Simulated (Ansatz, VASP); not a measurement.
# One calculation of Zn, two programs

Contents of INCAR:

```
ALGO     = Normal         # electronic algorithm
EDIFF    = 1E-7           # SCF threshold, eV
EDIFFG   = -0.01          # ionic threshold
ENCUT    = 600            # plane-wave cutoff, eV
GGA      = PE             # functional
IBRION   = 2              # ionic algorithm
ISIF     = 3              # what is computed and relaxed
ISMEAR   = -1             # smearing method
LASPH    = T              # aspherical terms in the spheres
LCHARG   = F              # write CHGCAR
LREAL    = F              # projectors in reciprocal space
LWAVE    = F              # write WAVECAR
NELM     = 60             # most SCF steps
NSW      = 60             # ionic steps
PREC     = Accurate       # precision mode
SIGMA    = 0.05           # smearing width, eV
```

File KPOINTS:

```
k-points
0
Gamma
  12 12 12
```

The input POSCAR:

```
Zn
1.0
    0.0000000000      1.9647760000      1.9647760000
    1.9647760000      0.0000000000      1.9647760000
    1.9647760000      1.9647760000      0.0000000000
Zn
1
Direct
    0.0000000000      0.0000000000      0.0000000000
```

The input input.yaml:

```yaml
crystal:
  lattice:
    - [0.0, 1.964776, 1.964776]
    - [1.964776, 0.0, 1.964776]
    - [1.964776, 1.964776, 0.0]
  atoms:
    - { symbol: Zn, position: [0.0, 0.0, 0.0] }
hamiltonian:
  xc: pbe
  pseudopotentials: { kind: paw }
kpoints:
  mp_grid: { grid: [12, 12, 12] }
scf:
  occupations: { method: fermi_dirac, width: 0.05 }
output:
  forces: true
  stress: true
  eigenvalues: true
relax:
  f_tol: 0.01
  max_steps: 40
  cell: { stress_tol: 0.05 }
```

Alike in both runs: task relaxation of cell and atoms; functional PBE; k mesh 12 × 12 × 12; occupations fermi-dirac, width 0.05 eV; no spin polarisation.

|  | VASP | Ansatz |
| --- | --- | --- |
| version | VASP 6.6.1 | Ansatz 0.2.0 |
| potentials or method | VASP PAW PBE potentials, release 64 (Zn) | Ansatz PAW |
| plane-wave cutoff (eV) | 600 | 420 |
| valence electrons in the cell | 12 | 12 |

```tsv
	VASP	Ansatz	Ansatz less VASP
gap on the k mesh at the Fermi level, each at its own relaxed structure (eV)	none	none	-
relaxed volume (Å³/atom)	15.17	15.13	-0.039
relaxed cell length with the largest relative difference (Å)	2.779	2.776	-0.0024
```

A gap of «none» marks a metal or a gap that the smearing closes.

Noted on VASP's run: the relaxation stopped at its first step, so nothing moved. Noted on Ansatz's run: the plane-wave basis is chosen anew once the cell has moved, so the energies of steps on either side of that aren't comparable.
